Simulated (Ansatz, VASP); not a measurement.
**One calculation of Ge, two programs**

```
Ge
1.0
    -2.53863    2.53274    1.55623
     2.53863   -2.53274    1.55623
     2.59838    2.58899   -1.55623
Ge
2
Direct
  0.17550 0.92550 0.25000
  0.82450 0.07450 0.75000
```

Alike in both runs: task single point; functional PBE; k mesh 14 × 14 × 14; occupations gaussian, width 0.1 eV; no spin polarisation.

|  | VASP | Ansatz |
| --- | --- | --- |
| version | VASP 6.6.1 | Ansatz 0.2.0 |
| potentials or method | VASP PAW PBE potentials, release 64 (Ge_d), cutoff 520 eV | scalar-relativistic, plane waves, PAW |
| valence electrons in the cell | 28 | 28 |

VASP gave:

```
gap on the k mesh at the Fermi level (eV)                     : none
pressure (GPa)                                                : -2.5
traceless stress, the component that is largest in VASP (GPa) : 6.61
rms of the force components (eV/Å)                            : 0.139
```

Task: Which values does Ansatz return?

Result: gap on the k mesh at the Fermi level (eV): none; pressure (GPa): -2.4; traceless stress, the component that is largest in VASP (GPa): 6.60; rms of the force components (eV/Å): 0.139.

Atom by atom the forces differ by 0.000 eV/Å (rms over components). A gap of «none» marks a metal or a gap that the smearing closes.
